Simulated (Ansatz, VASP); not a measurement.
## One calculation of GaGe, two programs

INCAR

```
SYSTEM = GaGe
PREC = Accurate
ENCUT = 520
EDIFF = 1E-6
ISMEAR = 0
SIGMA = 0.15
LREAL = .FALSE.
LASPH = .TRUE.
NELM = 60
ALGO = Normal
ISIF = 2
LWAVE = .FALSE.
LCHARG = .FALSE.
GGA = PS
NBANDS = 20
```

KPOINTS

```
regular mesh
0
G
  14 14 14
  0 0 0
```

The input POSCAR:

```
GaGe
1.0
    0.0000000000      2.7529518000      2.8253979000
    2.7529518000      0.0000000000      2.8253979000
    2.7529518000      2.7529518000      0.0000000000
Ga Ge
1 1
Direct
    0.7500000000      0.7500000000      0.7500000000
    0.0000000000      0.0000000000      0.0000000000
```

Input for Ansatz:

```yaml
crystal:
  lattice:
    - [0.0, 2.7529518, 2.8253979]
    - [2.7529518, 0.0, 2.8253979]
    - [2.7529518, 2.7529518, 0.0]
  atoms:
    - { symbol: Ga, position: [0.75, 0.75, 0.75] }
    - { symbol: Ge, position: [0.0, 0.0, 0.0] }
basis:
  ecutwfc: 420
kpoints:
  mp_grid: { grid: [14, 14, 14] }
hamiltonian:
  xc: pbesol
scf:
  occupations: { method: gaussian, width: 0.15 }
output:
  forces: true
  stress: true
  eigenvalues: true
```

Change from the starting cell: strain -0.050 along x and y, -0.025 along z, atoms carried along.

Alike in both runs: task single point; functional PBEsol; k mesh 14 × 14 × 14; occupations gaussian, width 0.15 eV; no spin polarisation.

|  | VASP | Ansatz |
| --- | --- | --- |
| version | VASP 6.6.1 | Ansatz 0.2.0 |
| potentials or method | VASP PAW PBE potentials, release 64 (Ga_d, Ge_d), cutoff 520 eV | scalar-relativistic, plane waves, PAW |
| valence electrons in the cell | 27 | 27 |

```tsv
	VASP	Ansatz	Ansatz less VASP
gap on the k mesh at the Fermi level (eV)	none	none	-
pressure (GPa)	5.3	5.2	-0.12
traceless stress, the component that is largest in VASP (GPa)	0.29	0.30	+0.002
```

VASP's potentials were made for PBE, not for PBEsol. A gap of «none» marks a metal or a gap that the smearing closes. With one functional, cell and mesh, what is left measures potentials, basis and numerics.
